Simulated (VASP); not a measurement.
# Si in VASP: single point with PBE

Aim: the single point of Si with PBE.

All numbers are computed with VASP 6.6.1; they aren't measurements. Logs are shortened: lines on timing, memory, paths and dates and some standing lists are left out, and cuts for length are marked.

**1. The cell of the first run**

The cell holds a slab with vacuum, 6 atoms: a = 3.868 Å, b = 3.868 Å, c = 28.064 Å, α = 90.00°, β = 90.00°, γ = 120.00°.

**2. Single point, PBE**

Contents of INCAR:

```
SYSTEM = Si
PREC = Accurate
ENCUT = 400
EDIFF = 1E-6
ISMEAR = 0
SIGMA = 0.1
LREAL = .False.
LASPH = .True.
NELM = 120
ALGO = Normal
ISIF = 2
LWAVE = .False.
LCHARG = .False.
LDIPOL = .True.
IDIPOL = 3
DIPOL = 0.5 0.5 0.387
GGA = PE
NBANDS = 21
GGA_COMPAT = .False.
NELMDL = -8
```

Contents of KPOINTS:

```
Automatic mesh
0
Gamma
  9 9 1
  0 0 0
```

Contents of POSCAR:

```
Si
1.0
    3.8677060746      0.0000000000      0.0000000000
   -1.9338530373      3.3495317150      0.0000000000
    0.0000000000      0.0000000000     28.0644396925
Si
6
Direct
    0.4050945290      0.5949054710      0.2643227004
    0.0717258220     -0.0717258220      0.2868550147
    0.0731273877     -0.0731273877      0.3718559500
    0.7398425263      0.2601574737      0.3993237457
    0.7299421467      0.2700578533      0.4839177575
    0.4002214450      0.5997785550      0.5173760266
```

Potentials or basis: VASP PAW PBE potentials, release 64 (Si).

On the command line:

```console
> cat potpaw_PBE.64/Si/POTCAR > POTCAR
> mpirun -np 1 vasp_std > vasp.out
```

OUTCAR:

```text
SYSTEM = Si
   PREC = Accurate
   ENCUT = 400
   EDIFF = 1E-6
   ISMEAR = 0
   LREAL = .False.
   LASPH = .True.
   NELM = 120
   ISIF = 2
   GGA = PE
   NELMDL = -8

 ion  position               nearest neighbor table
   1  0.405  0.595  0.264-   2 2.32   2 2.32   2 2.32
   2  0.072  0.928  0.287-   1 2.32   1 2.32   1 2.32   3 2.39
   3  0.073  0.927  0.372-   4 2.36   4 2.36   4 2.36   2 2.39
   4  0.740  0.260  0.399-   3 2.36   3 2.36   3 2.36   5 2.38
   5  0.730  0.270  0.484-   4 2.38   6 2.40   6 2.43   6 2.43
   6  0.400  0.600  0.517-   5 2.40   5 2.43   5 2.43

  LATTYP: Found a hexagonal cell.
 ALAT       =     3.8677060746
 C/A-ratio  =     7.2560942200

  Lattice vectors:

 A1 = (   3.8677060746,   0.0000000000,   0.0000000000)
 A2 = (  -1.9338530373,   3.3495317150,   0.0000000000)
 A3 = (   0.0000000000,   0.0000000000,  28.0644396925)

Analysis of symmetry for initial positions (statically):
=====================================================================
 Subroutine PRICEL returns:
 Original cell was already a primitive cell.

 Routine SETGRP: Setting up the symmetry group for a
 hexagonal supercell.

 Subroutine GETGRP returns: Found  2 space group operations
 (whereof  2 operations were pure point group operations)
 out of a pool of 24 trial point group operations.

The static configuration has the point symmetry C_1h.

Analysis of symmetry for dynamics (positions and initial velocities):
=====================================================================
 Subroutine PRICEL returns:
 Original cell was already a primitive cell.

 Routine SETGRP: Setting up the symmetry group for a
 hexagonal supercell.

 Subroutine GETGRP returns: Found  2 space group operations
 (whereof  2 operations were pure point group operations)
 out of a pool of 24 trial point group operations.

The dynamic configuration has the point symmetry C_1h.

 Subroutine INISYM returns: Found  2 space group operations
 (whereof  2 operations are pure point group operations),
 and found     1 'primitive' translations

----------------------------------------------------------------------------------------

                                     Primitive cell

  volume of cell :     363.5749

[... 101 lines left out ...]
   ISIF   =      2    stress and relaxation
   ISYM   =      2    0-nonsym 1-usesym 2-fastsym
   POTIM  = 0.5000    time-step for ionic-motion
   TEBEG  =    0.0;   TEEND  =   0.0 temperature during run
   PSTRESS=    0.0 pullay stress
   NELECT =      24.0000    total number of electrons
   NUPDOWN=      -1.0000    fix difference up-down
   EMIN   =  10.00;   EMAX   =-10.00  energy-range for DOS
   EFERMI =   0.00;   METHOD = LEGACY
   ISMEAR =     0;   SIGMA  =   0.10  broadening in eV -4-tet -1-fermi 0-gaus
   EFERMI_NEDOS =   21; number of points for ismear=-14 and -15
   IALGO  =     38    algorithm
   IMIX   =      4    mixing-type and parameters
     AMIX     =   0.40;   BMIX     =  1.00
     AMIX_MAG =   1.60;   BMIX_MAG =  1.00
  volume/ion in A,a.u.               =      60.60       408.92
  Fermi-wavevector in a.u.,A,eV,Ry     =   0.661628  1.250296  5.955974  0.437752
  Thomas-Fermi vector in A             =   1.734446
   LORBIT       =      0    0 simple, 1 ext, 2 COOP (PROOUT), +10 PAW based schemes
   GGA     = PE    functional components
   LHFCALC =     F    Hartree Fock is set to
   AEXX    =    0.0000 exact exchange contribution
   IVDW    =     0    specifies the selected vdW correction
   LEPSILON=     F    determine dielectric tensor
   LRPA    =     F    only Hartree local field effects (RPA)
 non-spin polarized calculation
 Gauss-broadening in eV      SIGMA  =   0.10
  energy-cutoff  :      400.00
  volume of cell :      363.57
 maximum number of plane-waves:      6643
 NGX is ok and might be reduce to    28
   NGX = 13   NGY = 13   NGZ = 91

 dipolmoment           0.000000      0.000000     -0.040024 electrons x Angstroem

 number of electron      24.0000000 magnetization

 dipolmoment           0.000000      0.000000      0.030245 electrons x Angstroem

 Free energy of the ion-electron system (eV)
  ---------------------------------------------------
  ext. energy  EPLUGINS =         0.00000000
  ---------------------------------------------------
  free energy    TOTEN  =       -30.00234258 eV

  energy without entropy =      -29.97857688  energy(sigma->0) =      -29.99045973

 E-fermi :  -1.3756     XC(G=0):  -3.8071

 val. band max:       -1.3907948580   @ k =  -0.2222   0.4444   0.0000
 cond. band min:      -1.3469921768   @ k =  -0.1111   0.1111   0.0000
 fundamental gap:      0.0438026812
 Fermi energy:        -1.3755736979

 k-point     1 :       0.0000    0.0000    0.0000
  band No.  band energies     occupation
      1     -13.0199      2.00000
      2     -12.0833      2.00000
      3     -11.1163      2.00000
      4      -7.2177      2.00000
      5      -4.9681      2.00000
      6      -2.5932      2.00000
[... 565 lines left out ...]
     20       3.8240      0.00000
     21       4.2245      0.00000

 [... further k-points ...]

------------------------ aborting loop because EDIFF is reached ----------------------------------------

 vacuum level on the upper side and lower side of the slab       (xc-potential included)         0.194        -0.219

  FORCE on cell =-STRESS in cart. coord.  units (eV):
  Direction    XX          YY          ZZ          XY          YZ          ZX
  --------------------------------------------------------------------------------------
  -------------------------------------------------------------------------------------
  Total       -1.0463313     -1.2006408      0.3038918     -0.1336360      0.0525928     -0.0910933
  in kB       -4.6109017     -5.2909025      1.3391697     -0.5888980      0.2317622     -0.4014240
  external PRESSURE =      -2.8542115 kB  Pullay stress =       0.0000000 kB

 VOLUME and BASIS-vectors are now :
 -----------------------------------------------------------------------------
  energy-cutoff  :      400.00
  volume of cell :      363.57
      direct lattice vectors                 reciprocal lattice vectors
     3.867706075  0.000000000  0.000000000     0.258551188  0.149274598  0.000000000
    -1.933853037  3.349531715  0.000000000     0.000000000  0.298549196  0.000000000
     0.000000000  0.000000000 28.064439692     0.000000000  0.000000000  0.035632281

 POSITION                                       TOTAL-FORCE (eV/Angst)
 -----------------------------------------------------------------------------------
      0.41633      1.99265      7.41807        -0.009351      0.005399     -0.184254
     -1.51773      3.10928      8.05043         0.010471     -0.006045     -0.126862
     -1.50960      3.10459     10.43593        -0.003648      0.002106      0.274643
      2.35839      0.87141     11.20680        -0.007948      0.004589     -0.083606
      2.30095      0.90457     13.58088         0.139676     -0.080642      1.090265
      0.38806      2.00898     14.51987        -0.129200      0.074594     -0.970186
 -----------------------------------------------------------------------------------
    total drift:                                0.000007     -0.000004     -0.001611

  FREE ENERGIE OF THE ION-ELECTRON SYSTEM (eV)
  ---------------------------------------------------
  free  energy   TOTEN  =       -30.0023425823 eV

  energy  without entropy=      -29.9785768754  energy(sigma->0) =      -29.99045973

 vacuum level on the upper side and lower side of the slab         3.741         3.319
```

OSZICAR:

```text
N       E                     dE             d eps       ncg     rms          rms(c)
DAV:   1     0.974574145785E+02    0.97457E+02   -0.66277E+03  1050   0.658E+02
DAV:   2    -0.219372814566E+02   -0.11939E+03   -0.11644E+03  1487   0.135E+02
DAV:   3    -0.304075711425E+02   -0.84703E+01   -0.83278E+01  1238   0.366E+01
DAV:   4    -0.306749552590E+02   -0.26738E+00   -0.26700E+00  1602   0.842E+00
[... 17 lines left out ...]
DAV:  22    -0.300021385783E+02    0.12657E-03   -0.12329E-03  1343   0.843E-02    0.157E-01
DAV:  23    -0.300023115133E+02   -0.17293E-03   -0.31503E-04  1220   0.465E-02    0.203E-01
DAV:  24    -0.300022989417E+02    0.12572E-04   -0.68128E-04  1343   0.474E-02    0.198E-01
DAV:  25    -0.300023423011E+02   -0.43359E-04   -0.12171E-04  1280   0.451E-02    0.192E-01
DAV:  26    -0.300023425823E+02   -0.28118E-06   -0.93449E-06  1499   0.148E-02
   1 F= -.30002343E+02 E0= -.29990460E+02  d E =-.237657E-01
```

Wall time 2.8 min (1 thread of Intel Xeon Platinum 8488C (Sapphire Rapids), shared host); peak memory 0.42 GiB.

What came out:

| Item | Value |
| --- | --- |
| Free energy | -30.0023 eV |
| Largest force | 1.102 eV/Å |
| Band gap on the k mesh | zero (bands 12 and 13 overlap by 0.29 eV) |

Forces in eV/Å, atoms in the order of the input:
```
Si  -0.009  0.005 -0.184
Si   0.010 -0.006 -0.127
Si  -0.004  0.002  0.275
Si  -0.008  0.005 -0.084
Si   0.140 -0.081  1.090
Si  -0.129  0.075 -0.970
```
